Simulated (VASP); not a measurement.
# HgTe (Fm-3m) in VASP: a series of runs, part 2 of 2

VASP 6.6.1. Earlier steps stand in the parts before.

## Step 4: Relaxation of cell and atoms, revPBE+D4

Input file INCAR:

```
SYSTEM = HgTe
  PREC = Accurate
  ENCUT = 600
  EDIFF = 1E-6
  ISMEAR = -1
  SIGMA = 0.05
  LREAL = .False.
  LASPH = .True.
  NELM = 100
  ALGO = Normal
  ISIF = 3
  LWAVE = .False.
  LCHARG = .False.
  GGA = RE
  IVDW = 13
  IBRION = 2
  NSW = 60
  EDIFFG = -0.01
```

Input file KPOINTS:

```
Automatic mesh
0
Gamma
  7 7 7
  0 0 0
```

Input file POSCAR:

```
HgTe
1.0
    0.0000000000      3.1800000000      3.1800000000
    3.1800000000      0.0000000000      3.1800000000
    3.1800000000      3.1800000000      0.0000000000
Hg Te
1 1
Direct
    0.0000000000      0.0000000000      0.0000000000
    0.5000000000      0.5000000000      0.5000000000
```

Potentials or basis: VASP PAW PBE potentials, release 64 (Hg, Te).

On the command line:

```sh
$ cat potpaw_PBE.64/Hg/POTCAR potpaw_PBE.64/Te/POTCAR > POTCAR
$ mpirun -np 1 vasp_std > vasp.out
```

OUTCAR:

```text
SYSTEM = HgTe
   PREC = Accurate
   ENCUT = 600
   EDIFF = 1E-6
   ISMEAR = -1
   LREAL = .False.
   LASPH = .True.
   NELM = 100
   ISIF = 3
   GGA = RE
   IVDW = 13
   IBRION = 2
   NSW = 60
   EDIFFG = -0.01

 ion  position               nearest neighbor table
   1  0.000  0.000  0.000-   2 3.18   2 3.18   2 3.18   2 3.18   2 3.18   2 3.18
   2  0.500  0.500  0.500-   1 3.18   1 3.18   1 3.18   1 3.18   1 3.18   1 3.18

  LATTYP: Found a face centered cubic cell.
 ALAT       =     6.3600000000

  Lattice vectors:

 A1 = (   0.0000000000,   3.1800000000,   3.1800000000)
 A2 = (   3.1800000000,   0.0000000000,   3.1800000000)
 A3 = (   3.1800000000,   3.1800000000,   0.0000000000)

Analysis of symmetry for initial positions (statically):
=====================================================================
[... 222 lines left out ...]
      5      -1.8023      2.00000
      6      -1.8023      2.00000
      7       4.2738      2.00000
      8       4.2738      2.00000
      9       4.2738      2.00000
     10       4.3618      2.00000
     11      12.7213      0.00000
     12      12.7213      0.00000
     13      12.7213      0.00000
[... 341 lines left out ...]
--------------------------------------- Ionic step        3  -------------------------------------------

 number of electron      18.0000002 magnetization

 Free energy of the ion-electron system (eV)
  ---------------------------------------------------
  ext. energy  EPLUGINS =         0.00000000
  ---------------------------------------------------
  free energy    TOTEN  =        -2.59372469 eV

  energy without entropy =       -2.58820888  energy(sigma->0) =       -2.59096679

 E-fermi :   4.9480     XC(G=0):  -9.9680

 val. band max:        4.9193770402   @ k =  -0.1429   0.1429   0.0000
 cond. band min:       5.0246359132   @ k =   0.2857   0.2857   0.0000
 fundamental gap:      0.1052588730
 Fermi energy:         4.9480282797

 k-point     1 :       0.0000    0.0000    0.0000
  band No.  band energies     occupation
      1      -7.3907      2.00000
      2      -1.9736      2.00000
      3      -1.9736      2.00000
      4      -1.9141      2.00000
      5      -1.9141      2.00000
      6      -1.9141      2.00000
      7       4.1258      2.00000
      8       4.1258      2.00000
      9       4.1258      2.00000
     10       4.1269      2.00000
     11      12.5434      0.00000
     12      12.5434      0.00000
     13      12.5434      0.00000
[... 335 lines left out ...]
  FREE ENERGIE OF THE ION-ELECTRON SYSTEM (eV)
  ---------------------------------------------------
  free  energy   TOTEN  =        -4.1614453208 eV

  energy  without entropy=       -4.1559295145  energy(sigma->0) =       -4.15868742

 reached required accuracy - stopping structural energy minimisation
```

CONTCAR:

```text
HgTe
   1.00000000000000
     0.0000000000000000    3.0132808697469269    3.0132808697469269
     3.0132808697469269    0.0000000000000000    3.0132808697469269
     3.0132808697469269    3.0132808697469269   -0.0000000000000000
  Hg              Te
     1     1
Direct
     0.0000000000000000    0.0000000000000000    0.0000000000000000
     0.5000000000000000    0.5000000000000000    0.5000000000000000

  0.00000000E+00  0.00000000E+00  0.00000000E+00
  0.00000000E+00  0.00000000E+00  0.00000000E+00
```

Run time: 34 s. Hardware: 1 thread of AMD EPYC 9R45 (Zen 5), shared host; peak memory 0.19 GiB.

Results:

```yaml
Free_energy: -4.1614 eV
Relaxed_volume: 27.36 Å³/atom
Relaxed_cell: a = 4.261 Å, b = 4.261 Å, c = 4.261 Å, α = 60.00°, β = 60.00°, γ = 60.00°
Space_group_after_relaxing_to_0.05_Å: Fm-3m (No. 225)
Energy_gained_by_relaxing: 104.9 meV/atom
Ionic_steps: 3
Pressure_after_relaxing: 0.0 GPa
Band_gap_on_the_k_mesh: zero (band 9 reaches 5.18 eV, above the bottom of band 10 at 2.56 eV)
Dispersion_energy_per_atom: -0.784 eV
```

Step by step:
| step | energy change (eV) | largest force (eV/Å) | pressure (GPa) | volume (Å³) |
| --- | --- | --- | --- | --- |
| 1 | 0.0000 | 0.0000 | -5.89 | 64.31 |
| 2 | -0.2077 | 0.0000 | 0.87 | 53.93 |
| 3 | -0.2099 | 0.0000 | 0.02 | 54.72 |

Final structure:
```
Hg Te
1.0
     0.00000    3.01328    3.01328
     3.01328    0.00000    3.01328
     3.01328    3.01328    0.00000
Hg Te
1 1
Direct
  0.00000 0.00000 0.00000
  0.50000 0.50000 0.50000
```

Levels at points of the mesh, in eV from the Fermi level:
```
           k point  band 6  band 7  band 8  band 9  band 10  band 11  band 12  band 13
(0.00, 0.00, 0.00)   -6.86   -0.82   -0.82   -0.82    -0.82     7.60     7.60     7.60
```

Caveat: the PAW data sets were made with another functional, which shifts forces and pressure a little; spin-orbit coupling is left out, which moves the levels of the heavy elements; the volume moved by -15 % from the deposited cell, more than functionals usually miss; pairwise dispersion overbinds metals, which lowers pressure and volume.

## Step 5: Relaxation of cell and atoms, BLYP+D3(BJ)

Input file INCAR:

```
SYSTEM = HgTe
PREC = Accurate ; ENCUT = 600
EDIFF = 1E-6 ; ISMEAR = -1
SIGMA = 0.05 ; LREAL = .False.
LASPH = .True. ; NELM = 80
ALGO = Normal ; ISIF = 3
LWAVE = .False. ; LCHARG = .False.
GGA = B5 ; ALDAX = 1.0
AGGAX = 1.0 ; AGGAC = 1.0
ALDAC = 0.0 ; IVDW = 12
VDW_S6 = 1.0 ; VDW_S8 = 2.6996
VDW_A1 = 0.4298 ; VDW_A2 = 4.2359
IBRION = 2 ; NSW = 60
EDIFFG = -0.01
```

Input file KPOINTS:

```
regular mesh
0
Gamma
  7 7 7
  0 0 0
```

POSCAR is that of step 4.

On the command line:

```sh
$ cat potpaw_PBE.64/Hg/POTCAR potpaw_PBE.64/Te/POTCAR > POTCAR
$ mpirun -np 1 vasp_std > vasp.out
```

It took 73 s on 1 thread of AMD EPYC 9R45 (Zen 5), shared host; peak memory 0.2 GiB.

The run converged. Its results:

* Free energy: -4.2169 eV
* Relaxed volume: 28.24 Å³/atom
* Relaxed cell: a = 4.307 Å, b = 4.307 Å, c = 4.307 Å, α = 60.00°, β = 60.00°, γ = 60.00°
* Space group after relaxing (to 0.05 Å): Fm-3m (No. 225)
* Energy gained by relaxing: 67.9 meV/atom
* Ionic steps: 3
* Pressure after relaxing: 0.0 GPa
* Band gap on the k mesh: zero (band 9 reaches 5.17 eV, above the bottom of band 10 at 2.74 eV)
* Dispersion energy per atom: -1.037 eV

The path:
| step | energy change (eV) | largest force (eV/Å) | pressure (GPa) | volume (Å³) |
| --- | --- | --- | --- | --- |
| 1 | 0.0000 | 0.0000 | -4.84 | 64.31 |
| 2 | -0.1339 | 0.0000 | 0.80 | 55.68 |
| 3 | -0.1359 | 0.0000 | 0.02 | 56.48 |

Final structure:
```xyz
2
Lattice="0.0000 3.0453 3.0453 3.0453 0.0000 3.0453 3.0453 3.0453 0.0000" Properties=species:S:1:pos:R:3 pbc="T T T"
Hg    0.0000    0.0000    0.0000
Te    3.0453    3.0453    3.0453
```

Levels at points of the mesh, in eV from the Fermi level:
| k point | band 7 | band 8 | band 9 | band 10 | band 11 | band 12 |
| --- | --- | --- | --- | --- | --- | --- |
| (0.00, 0.00, 0.00) | -1.05 | -0.78 | -0.78 | -0.78 | 7.71 | 7.71 |

Caveat: the PAW data sets were made with another functional, which shifts forces and pressure a little; spin-orbit coupling is left out, which moves the levels of the heavy elements; the volume moved by -12 % from the deposited cell, more than functionals usually miss; pairwise dispersion overbinds metals, which lowers pressure and volume.

## Step 6: Single point, revPBE+D4, non-collinear spin, zero start, spin-orbit coupling

This run uses another cell than the first one, of 34.73 Å³/atom, 1.080 times its volume.

Input file INCAR:

```
SYSTEM = HgTe
  ALGO = Normal
  EDIFF = 1E-6
  ENCUT = 520
  GGA = RE
  GGA_COMPAT = .FALSE.
  ISIF = 2
  ISMEAR = -1
  IVDW = 13
  LASPH = .TRUE.
  LCHARG = .FALSE.
  LNONCOLLINEAR = .TRUE.
  LORBIT = 11
  LORBMOM = .TRUE.
  LREAL = .FALSE.
  LSORBIT = .TRUE.
  LWAVE = .FALSE.
  MAGMOM = 0 0 0 0 0 0
  NBANDS = 30
  NELM = 150
  PREC = Accurate
  SIGMA = 0.05
```

Input file KPOINTS:

```
k-points
0
G
  7 7 7
  0 0 0
```

Input file POSCAR:

```
HgTe
1.0
    0.0000000000      3.2626341063      3.2626341063
    3.2626341063      0.0000000000      3.2626341063
    3.2626341063      3.2626341063      0.0000000000
Hg Te
1 1
Direct
    0.0000000000      0.0000000000      0.0000000000
    0.5000000000      0.5000000000      0.5000000000
```

Potentials or basis: VASP PAW PBE potentials, release 64 (Hg, Te).

On the command line:

```sh
$ cat potpaw_PBE.64/Hg/POTCAR potpaw_PBE.64/Te/POTCAR > POTCAR
$ mpirun -np 1 vasp_ncl > vasp.out
```

Run time: 40 s. Hardware: 1 thread of Intel Xeon 6975P-C (Granite Rapids), shared host; peak memory 0.4 GiB.

Results (log left out):

```yaml
Free_energy: -4.1408 eV
Pressure: -6.9 GPa
Net_moment: 0.00 μB per cell
Valence_electrons_inside_the_program's_atomic_spheres: Hg 10.34; Te 3.25
Dispersion_energy_per_atom: -0.612 eV
```

Moments on the atoms (μB; x, y, z):
```
Hg  0.00 0.00 0.00
Te  0.00 0.00 0.00
```

Caveat: the PAW data sets were made with another functional, which shifts forces and pressure a little.

## Step 7: Overview

```tsv
task	level	spin	cell	cutoff (eV)	gap on the mesh (eV)	pressure (GPa)	relaxed volume (Å³/atom)
relaxation of cell and atoms	RPBE+D4	off	relaxed from a = 4.497 Å, angles 60.0°, 2 atoms	600	none	0.0	27.15
relaxation of cell and atoms	revPBE+D3(BJ)	off	relaxed from a = 4.497 Å, angles 60.0°, 2 atoms	600	none	0.0	27.06
relaxation of cell and atoms	revPBE+D4	off	relaxed from a = 4.497 Å, angles 60.0°, 2 atoms	600	none	0.0	27.36
relaxation of cell and atoms	BLYP+D3(BJ)	off	relaxed from a = 4.497 Å, angles 60.0°, 2 atoms	600	none	0.0	28.24
single point	revPBE+D4	non-collinear, zero start, SOC	a = 4.614 Å, angles 60.0°, 2 atoms	520	-	-6.9	-
```

Alike in all rows: potentials or basis VASP PAW PBE potentials, release 64 (Hg, Te); k mesh 7 × 7 × 7; smearing fermi-dirac 0.05 eV.

Caveats: the PAW data sets were made with another functional, which shifts forces and pressure a little; spin-orbit coupling is left out, which moves the levels of the heavy elements (some runs); pairwise dispersion overbinds metals, which lowers pressure and volume (some runs); the volume moved by over 15 % at a fixed basis, so the end points are rough (some runs); the volume moved by -16 % from the deposited cell, more than functionals usually miss (some runs); the volume moved by -15 % from the deposited cell, more than functionals usually miss (some runs); the volume moved by -12 % from the deposited cell, more than functionals usually miss (some runs).

Total energies depend on the potentials used, so only differences within one code and one set of settings carry meaning.
